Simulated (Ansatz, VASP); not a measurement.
## One calculation of CrCo, two programs

Contents of INCAR:

```
SYSTEM = CrCo
ALGO = Normal ; EDIFF = 1E-6
ENCUT = 520 ; GGA = PE
ISIF = 2 ; ISMEAR = 0
LASPH = .True. ; LCHARG = .True.
LMAXMIX = 4 ; LNONCOLLINEAR = .True.
LORBIT = 11 ; LREAL = .False.
LVHAR = .True. ; LWAVE = .False.
MAGMOM = 0.699 -2.05 1.928 0.542 -0.255 0.361 ; NBANDS = 33
NELM = 150 ; PREC = Accurate
SIGMA = 0.1
```

File KPOINTS:

```
k-points
0
Gamma
  4 4 3
  0 0 0
```

The input POSCAR:

```
CrCo
1.0
    2.4624000000      0.0000000000      0.0000000000
   -1.2312100000      2.1325200000      0.0000000000
    0.0000000000      0.0000000000      4.0211000000
Co Cr
1 1
Direct
    0.3333330000      0.6666670000      0.2500000000
    0.6666670000      0.3333330000      0.7500000000
```

Input for Ansatz:

```yaml
crystal:
  lattice:
    - [2.4624, 0, 0]
    - [-1.23121, 2.13252, 0]
    - [0, 0, 4.0211]
  atoms:
    - { symbol: Co, position: [0.333333, 0.666667, 0.25], spin: 2.9, spin_axis: [0.241, -0.707, 0.665] }
    - { symbol: Cr, position: [0.666667, 0.333333, 0.75], spin: 0.7, spin_axis: [0.775, -0.365, 0.516] }
kpoints:
  mp_grid: { grid: [4, 4, 3] }
hamiltonian:
  xc: pbe
  pseudopotentials: { kind: paw }
magnetization:
  noncollinear: true
scf:
  occupations: { method: gaussian, width: "0.1 eV" }
```

Alike in both runs: task single point; functional PBE; k mesh 4 × 4 × 3; non-collinear spin.

```csv
,VASP,Ansatz
version,VASP 6.6.1,Ansatz development build ahead of 0.2.0
potentials or method,"VASP PAW PBE potentials, release 64 (Co, Cr_pv)","PAW (an earlier, plane waves, scalar-relativistic"
plane-wave cutoff (eV),520,930
occupations,"gaussian, width 0.1 eV",gaussian
```

|  | VASP | Ansatz | Ansatz less VASP |
| --- | --- | --- | --- |
| net moment per atom (μB) | 0.07 | 0.06 | -0.014 |
| size of the moment on the site where the two differ most (μB) | 0.10 | 0.08 | -0.018 |

Site moments also hang on the region over which each program counts them. Ansatz's warnings: seeded moment not kept.

The k mesh is coarse, so the values compare programs but aren't converged.
